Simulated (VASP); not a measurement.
# BaTiO3 (P4/mmm) in VASP: single point with r2SCAN+U

Aim: the single point of BaTiO3 with r2SCAN+U.

All numbers are computed with VASP 6.6.1; they aren't measurements. Logs are shortened: lines on timing, memory, paths and dates and some standing lists are left out, and cuts for length are marked.

## 1. The cell of the first run

The structure is tetragonal, space group P4/mmm (No. 123). Conventional cell: a = 4.044 Å, b = 4.044 Å, c = 4.063 Å, α = 90.00°, β = 90.00°, γ = 90.00°. Ba (site symmetry 4/mmm) has 12 O at 2.86 to 2.87 Å and 8 Ti at 3.51 Å within 3.8 Å. Within 2.7 Å of Ti (site symmetry 4/mmm) lie 6 O at 2.02 to 2.03 Å. O (site symmetry 4/mmm) has 2 Ti at 2.03 Å within 2.7 Å. O (site symmetry mmm) has 2 Ti at 2.02 Å within 2.7 Å. O (site symmetry mmm) has 2 Ti at 2.02 Å within 2.7 Å.

## 2. Single point, r2SCAN+U, collinear spin, zero start

File POSCAR:

```
BaTiO3
1.0
    4.0444776900      0.0000000000      0.0000000000
    0.0000000000      8.0889553700      0.0000000000
    0.0000000000      0.0000000000      4.0628809800
Ba Ti O
2 2 6
Direct
    0.0000000000      0.0000000000      0.0000000000
    0.0000000000      0.5000000000      0.0000000000
    0.5000000000      0.2500000000      0.5000000000
    0.5000000000      0.7500000000      0.5000000000
    0.5000000000      0.2500000000      0.0000000000
    0.5000000000      0.7500000000      0.0000000000
    0.5000000000      0.0000000000      0.5000000000
    0.5000000000      0.5000000000      0.5000000000
    0.0000000000      0.2500000000      0.5000000000
    0.0000000000      0.7500000000      0.5000000000
```

File INCAR.step1:

```
SYSTEM = BaTiO3
  PREC = Accurate
  ENCUT = 520
  ISMEAR = 1
  SIGMA = 0.0826
  LREAL = .FALSE.
  LASPH = .TRUE.
  NELM = 150
  ISPIN = 2
  MAGMOM = 0 0 0 0 0 0 0 0 0 0
  LMAXMIX = 4
  LDAU = .TRUE.
  LDAUTYPE = 1
  LDAUL = -1 2 -1
  LDAUU = 0 3.12 0
  LDAUJ = 0 0.51 0
  NBANDS = 55
  GGA = PE
  ALGO = Normal
  EDIFF = 1E-4
  LWAVE = .TRUE.
  LCHARG = .FALSE.
```

File INCAR.step2:

```
SYSTEM = BaTiO3
  PREC = Accurate
  ENCUT = 520
  EDIFF = 1E-6
  ISMEAR = 1
  SIGMA = 0.0826
  LREAL = .FALSE.
  LASPH = .TRUE.
  NELM = 150
  ALGO = Normal
  ISIF = 2
  LWAVE = .FALSE.
  LCHARG = .TRUE.
  ISPIN = 2
  MAGMOM = 0 0 0 0 0 0 0 0 0 0
  LORBIT = 11
  LMAXMIX = 4
  LDAU = .TRUE.
  LDAUTYPE = 1
  LDAUL = -1 2 -1
  LDAUU = 0 3.12 0
  LDAUJ = 0 0.51 0
  LDAUPRINT = 1
  METAGGA = R2SCAN
  LMIXTAU = .TRUE.
  LELF = .TRUE.
  LVHAR = .TRUE.
  NBANDS = 55
  ISTART = 1
```

File KPOINTS:

```
Automatic mesh
0
G
  5 3 5
  0 0 0
```

Potentials or basis: VASP PAW PBE potentials, release 64 (Ba_sv, Ti_sv, O).

Command:

```sh
> cat potpaw_PBE.64/Ba_sv/POTCAR potpaw_PBE.64/Ti_sv/POTCAR potpaw_PBE.64/O/POTCAR > POTCAR
> cp INCAR.step1 INCAR
> mpirun -np 1 vasp_std > vasp.out
> cp INCAR.step2 INCAR
> mpirun -np 1 vasp_std > vasp.out
```

OUTCAR:

```text
SYSTEM = BaTiO3
   PREC = Accurate
   ENCUT = 520
   EDIFF = 1E-6
   ISMEAR = 1
   LREAL = .FALSE.
   LASPH = .TRUE.
   NELM = 150
   ISIF = 2
   ISPIN = 2
   LORBIT = 11
   METAGGA = R2SCAN
   ISTART = 1

 ion  position               nearest neighbor table
   1  0.000  0.000  0.000-   5 2.86   6 2.86   5 2.86   6 2.86   9 2.87  10 2.87   9 2.87  10 2.87
                             7 2.87   7 2.87   7 2.87   7 2.87   3 3.51   4 3.51   4 3.51   4 3.51
   2  0.000  0.500  0.000-   5 2.86   6 2.86   5 2.86   6 2.86   9 2.87  10 2.87   9 2.87  10 2.87
                             8 2.87   8 2.87   8 2.87   8 2.87   3 3.51   4 3.51   4 3.51   4 3.51
   3  0.500  0.250  0.500-   7 2.02   8 2.02   9 2.02   9 2.02   5 2.03   5 2.03   1 3.51   2 3.51
                             1 3.51   1 3.51   2 3.51   2 3.51   1 3.51   2 3.51
   4  0.500  0.750  0.500-   7 2.02   8 2.02  10 2.02  10 2.02   6 2.03   6 2.03   1 3.51   2 3.51
                             1 3.51   1 3.51   2 3.51   2 3.51   1 3.51   2 3.51
   5  0.500  0.250  0.000-   3 2.03   3 2.03   1 2.86   2 2.86   1 2.86   2 2.86
   6  0.500  0.750  0.000-   4 2.03   4 2.03   1 2.86   2 2.86   1 2.86   2 2.86
   7  0.500  0.000  0.500-   3 2.02   4 2.02   1 2.87   1 2.87   1 2.87   1 2.87
   8  0.500  0.500  0.500-   3 2.02   4 2.02   2 2.87   2 2.87   2 2.87   2 2.87
   9  0.000  0.250  0.500-   3 2.02   3 2.02   1 2.87   1 2.87   2 2.87   2 2.87
  10  0.000  0.750  0.500-   4 2.02   4 2.02   1 2.87   1 2.87   2 2.87   2 2.87

  LATTYP: Found a simple orthorhombic cell.
 ALAT       =     4.0444776900
 B/A-ratio  =     1.0045502266
 C/A-ratio  =     1.9999999975

  Lattice vectors:

 A1 = (  -4.0444776900,   0.0000000000,   0.0000000000)
 A2 = (   0.0000000000,   0.0000000000,   4.0628809800)
 A3 = (   0.0000000000,   8.0889553700,   0.0000000000)

Analysis of symmetry for initial positions (statically):
=====================================================================
 Subroutine PRICEL returns following result:

  LATTYP: Found a simple tetragonal cell.
 ALAT       =     4.0444776900
 C/A-ratio  =     1.0045502266
[... 12 lines left out ...]
 Subroutine GETGRP returns: Found  8 space group operations
 (whereof  8 operations were pure point group operations)
 out of a pool of  8 trial point group operations.

The static configuration has the point symmetry D_2h.

Analysis of symmetry for dynamics (positions and initial velocities):
=====================================================================
 Subroutine PRICEL returns following result:

  LATTYP: Found a simple tetragonal cell.
 ALAT       =     4.0444776900
 C/A-ratio  =     1.0045502266
[... 12 lines left out ...]
 Subroutine GETGRP returns: Found  8 space group operations
 (whereof  8 operations were pure point group operations)
 out of a pool of  8 trial point group operations.

The dynamic configuration has the point symmetry D_2h.

Analysis of structural, dynamic, and magnetic symmetry:
=====================================================================
 Subroutine PRICEL returns following result:

  LATTYP: Found a simple tetragonal cell.
 ALAT       =     4.0444776900
 C/A-ratio  =     1.0045502266
[... 12 lines left out ...]
 Subroutine GETGRP returns: Found  8 space group operations
 (whereof  8 operations were pure point group operations)
 out of a pool of  8 trial point group operations.

The overall configuration has the point symmetry D_2h.

 Subroutine INISYM returns: Found  8 space group operations
 (whereof  8 operations are pure point group operations),
 and found     2 'primitive' translations

----------------------------------------------------------------------------------------

                                     Primitive cell

  volume of cell :      66.4598

  direct lattice vectors                    reciprocal lattice vectors
     4.044477690  0.000000000  0.000000000     0.247250715  0.000000000  0.000000000
     0.000000000  4.044477685  0.000000000     0.000000000  0.247250715  0.000000000
     0.000000000  0.000000000  4.062880980     0.000000000  0.000000000  0.246130764

  length of vectors
     4.044477690  4.044477685  4.062880980     0.247250715  0.247250715  0.246130764

  position of ions in fractional coordinates (direct lattice)
     0.000000000  0.000000000  0.000000000
     0.500000000  0.500000000  0.500000000
     0.500000000  0.500000000  0.000000000
     0.500000000  0.000000000  0.500000000
     0.000000000  0.500000000  0.500000000

  ion indices of the primitive-cell ions
   primitive index   ion index
                 1           1
                 2           3
                 3           5
                 4           7
                 5           9
[... 138 lines left out ...]
  o =  0.2292  v =  0.0000  0.0000  1.0000 -0.0000  0.0003  0.0000  0.0000  0.0000  0.0000  0.0000      0.0000  0.0000  0.0000  0.0000  0.0000  0.0000  0.0000  0.0000  0.0000  0.0000
  o =  0.2292  v =  0.0000  0.0000  0.0000  0.0000  0.0000  0.0000 -0.0000  1.0000  0.0000  0.0003      0.0000  0.0000  0.0000  0.0000  0.0000  0.0000  0.0000  0.0000  0.0000  0.0000
  o =  0.2315  v =  0.0000 -0.0000 -0.0003  0.0000  1.0000  0.0000  0.0000  0.0000  0.0000  0.0000      0.0000  0.0000  0.0000  0.0000  0.0000  0.0000  0.0000  0.0000  0.0000  0.0000
  o =  0.2315  v =  0.0000  0.0000  0.0000  0.0000  0.0000  0.0000 -0.0000 -0.0003  0.0000  1.0000      0.0000  0.0000  0.0000  0.0000  0.0000  0.0000  0.0000  0.0000  0.0000  0.0000

atom =   4  type =  2  l = 2

 onsite density matrix

spin component  1

  0.1002 -0.0000 -0.0000 -0.0000 -0.0000
 -0.0000  0.0995 -0.0000 -0.0000 -0.0000
 -0.0000 -0.0000  0.2292  0.0000 -0.0000
 -0.0000 -0.0000  0.0000  0.0997  0.0000
 -0.0000 -0.0000 -0.0000  0.0000  0.2315

spin component  2

  0.1002 -0.0000 -0.0000 -0.0000 -0.0000
 -0.0000  0.0995 -0.0000 -0.0000 -0.0000
 -0.0000 -0.0000  0.2292  0.0000 -0.0000
 -0.0000 -0.0000  0.0000  0.0997  0.0000
 -0.0000 -0.0000 -0.0000  0.0000  0.2315

 occupancies and eigenvectors

  o =  0.0995  v =  0.0000  0.0000  0.0000  0.0000  0.0000  0.0000  1.0000  0.0000  0.0000 -0.0000      0.0000  0.0000  0.0000  0.0000  0.0000  0.0000  0.0000  0.0000  0.0000  0.0000
  o =  0.0995  v =  0.0000  1.0000 -0.0000  0.0000  0.0000  0.0000  0.0000  0.0000  0.0000  0.0000      0.0000  0.0000  0.0000  0.0000  0.0000  0.0000  0.0000  0.0000  0.0000  0.0000
  o =  0.0997  v =  0.0000  0.0000  0.0000  0.0000  0.0000  0.0000 -0.0000 -0.0000  1.0000  0.0000      0.0000  0.0000  0.0000  0.0000  0.0000  0.0000  0.0000  0.0000  0.0000  0.0000
  o =  0.0997  v =  0.0000 -0.0000  0.0000  1.0000 -0.0000  0.0000  0.0000  0.0000  0.0000  0.0000      0.0000  0.0000  0.0000  0.0000  0.0000  0.0000  0.0000  0.0000  0.0000  0.0000
  o =  0.1002  v =  0.0000  0.0000  0.0000  0.0000  0.0000  1.0000  0.0000  0.0000  0.0000  0.0000      0.0000  0.0000  0.0000  0.0000  0.0000  0.0000  0.0000  0.0000  0.0000  0.0000
  o =  0.1002  v =  1.0000  0.0000  0.0000  0.0000  0.0000  0.0000  0.0000  0.0000  0.0000  0.0000      0.0000  0.0000  0.0000  0.0000  0.0000  0.0000  0.0000  0.0000  0.0000  0.0000
  o =  0.2292  v =  0.0000 -0.0000 -1.0000  0.0000 -0.0003  0.0000  0.0000  0.0000  0.0000  0.0000      0.0000  0.0000  0.0000  0.0000  0.0000  0.0000  0.0000  0.0000  0.0000  0.0000
  o =  0.2292  v =  0.0000  0.0000  0.0000  0.0000  0.0000  0.0000 -0.0000 -1.0000 -0.0000 -0.0003      0.0000  0.0000  0.0000  0.0000  0.0000  0.0000  0.0000  0.0000  0.0000  0.0000
  o =  0.2315  v =  0.0000 -0.0000 -0.0003  0.0000  1.0000  0.0000  0.0000  0.0000  0.0000  0.0000      0.0000  0.0000  0.0000  0.0000  0.0000  0.0000  0.0000  0.0000  0.0000  0.0000
  o =  0.2315  v =  0.0000  0.0000  0.0000  0.0000  0.0000  0.0000  0.0000 -0.0003 -0.0000  1.0000      0.0000  0.0000  0.0000  0.0000  0.0000  0.0000  0.0000  0.0000  0.0000  0.0000

 number of electron      79.9999960 magnetization       0.0000001

 Free energy of the ion-electron system (eV)
  ---------------------------------------------------
  ext. energy  EPLUGINS =         0.00000000
  ---------------------------------------------------
  free energy    TOTEN  =      -145.05050504 eV

  energy without entropy =     -145.05394486  energy(sigma->0) =     -145.05165165

 E-fermi :   3.3043     XC(G=0): -11.7209

 val. band max:        3.2797329584   @ k =   0.4000   0.0000   0.4000
 cond. band min:       5.7191293403   @ k =   0.0000   0.0000   0.0000
 fundamental gap:      2.4393963820
 Fermi energy:         3.3042840778

 spin component 1

 k-point     1 :       0.0000    0.0000    0.0000
  band No.  band energies     occupation
      1     -56.4164      1.00000
      2     -56.4155      1.00000
      3     -31.5657      1.00000
      4     -31.5213      1.00000
      5     -31.5196      1.00000
      6     -31.5183      1.00000
[... 979 lines left out ...]
     51      11.2597      0.00000
     52      11.3734      0.00000
 Fermi energy:         3.3042840778

 spin component 2

 k-point     1 :       0.0000    0.0000    0.0000
  band No.  band energies     occupation
      1     -56.4164      1.00000
      2     -56.4155      1.00000
      3     -31.5657      1.00000
      4     -31.5213      1.00000
      5     -31.5196      1.00000
      6     -31.5183      1.00000
[... 979 lines left out ...]
     51      11.2597      0.00000
     52      11.3734      0.00000
 [bands above 52 left out]

------------------------ aborting loop because EDIFF is reached ----------------------------------------

  FORCE on cell =-STRESS in cart. coord.  units (eV):
  Direction    XX          YY          ZZ          XY          YZ          ZX
  --------------------------------------------------------------------------------------
  -------------------------------------------------------------------------------------
  Total       -2.5792946     -2.6018122     -3.2703092      0.0000000      0.0000000      0.0000000
  in kB      -31.0901304    -31.3615519    -39.4194373      0.0000000      0.0000000      0.0000000
  external PRESSURE =     -33.9570399 kB  Pullay stress =       0.0000000 kB

 VOLUME and BASIS-vectors are now :
 -----------------------------------------------------------------------------
  energy-cutoff  :      520.00
  volume of cell :      132.92
      direct lattice vectors                 reciprocal lattice vectors
     4.044477690  0.000000000  0.000000000     0.247250715  0.000000000  0.000000000
     0.000000000  8.088955370  0.000000000     0.000000000  0.123625358  0.000000000
     0.000000000  0.000000000  4.062880980     0.000000000  0.000000000  0.246130764

 POSITION                                       TOTAL-FORCE (eV/Angst)
 -----------------------------------------------------------------------------------
      0.00000      0.00000      0.00000        -0.000000     -0.000000      0.000000
      0.00000      4.04448      0.00000        -0.000000     -0.000000      0.000000
      2.02224      2.02224      2.03144         0.000000      0.000000      0.000000
      2.02224      6.06672      2.03144         0.000000     -0.000000      0.000000
      2.02224      2.02224      0.00000        -0.000000     -0.000000      0.000000
      2.02224      6.06672      0.00000        -0.000000     -0.000000      0.000000
      2.02224      0.00000      2.03144        -0.000000     -0.000000     -0.000000
      2.02224      4.04448      2.03144        -0.000000     -0.000000     -0.000000
      0.00000      2.02224      2.03144        -0.000000     -0.000000      0.000000
      0.00000      6.06672      2.03144        -0.000000     -0.000000      0.000000
 -----------------------------------------------------------------------------------
    total drift:                                0.000000      0.000000     -0.000000

  FREE ENERGIE OF THE ION-ELECTRON SYSTEM (eV)
  ---------------------------------------------------
  free  energy   TOTEN  =      -145.0505050432 eV

  energy  without entropy=     -145.0539448646  energy(sigma->0) =     -145.05165165

 total charge

# of ion       s       p       d       tot
------------------------------------------
    1        2.016   5.664   0.286   7.966
    2        2.016   5.664   0.286   7.966
    3        2.202   6.256   1.496   9.953
    4        2.202   6.256   1.496   9.953
    5        1.564   3.492   0.000   5.056
    6        1.564   3.492   0.000   5.056
    7        1.565   3.493   0.000   5.058
    8        1.565   3.493   0.000   5.058
    9        1.565   3.494   0.000   5.059
   10        1.565   3.494   0.000   5.059
--------------------------------------------------
tot         17.824  44.799   3.564  66.187

 magnetization (x)

# of ion       s       p       d       tot
------------------------------------------
    1       -0.000   0.000  -0.000  -0.000
    2       -0.000   0.000  -0.000  -0.000
    3       -0.000   0.000  -0.000  -0.000
    4       -0.000   0.000  -0.000  -0.000
    5        0.000  -0.000   0.000  -0.000
    6        0.000  -0.000   0.000  -0.000
    7        0.000   0.000   0.000   0.000
    8        0.000   0.000   0.000   0.000
    9       -0.000   0.000   0.000   0.000
   10       -0.000   0.000   0.000   0.000
--------------------------------------------------
tot         -0.000   0.000  -0.000  -0.000
```

Run time: 13 min. Hardware: 1 thread of AMD EPYC 9R45 (Zen 5), shared host; peak memory 0.38 GiB.

Results:

```yaml
Free_energy: -145.0505 eV
Pressure: -3.4 GPa
Band_gap_on_the_k_mesh: 2.44 eV
Net_moment: 0.00 μB per cell
Valence_electrons_inside_the_program's_atomic_spheres: Ba 7.97; Ti 9.95; O 5.06
```

Eigenvalues of the final occupation matrices:
```
    site  spin  trace               eigenvalues
site 3 d     1   0.76  0.10 0.10 0.10 0.23 0.23
site 3 d     2   0.76  0.10 0.10 0.10 0.23 0.23
site 4 d     1   0.76  0.10 0.10 0.10 0.23 0.23
site 4 d     2   0.76  0.10 0.10 0.10 0.23 0.23
```

Caveat: the cell stands under tension; the PAW data sets were made with another functional, which shifts forces and pressure a little; spin-orbit coupling is left out, which moves the levels of the heavy elements; an odd mesh through Γ misses points on the zone boundary, where band edges can lie.
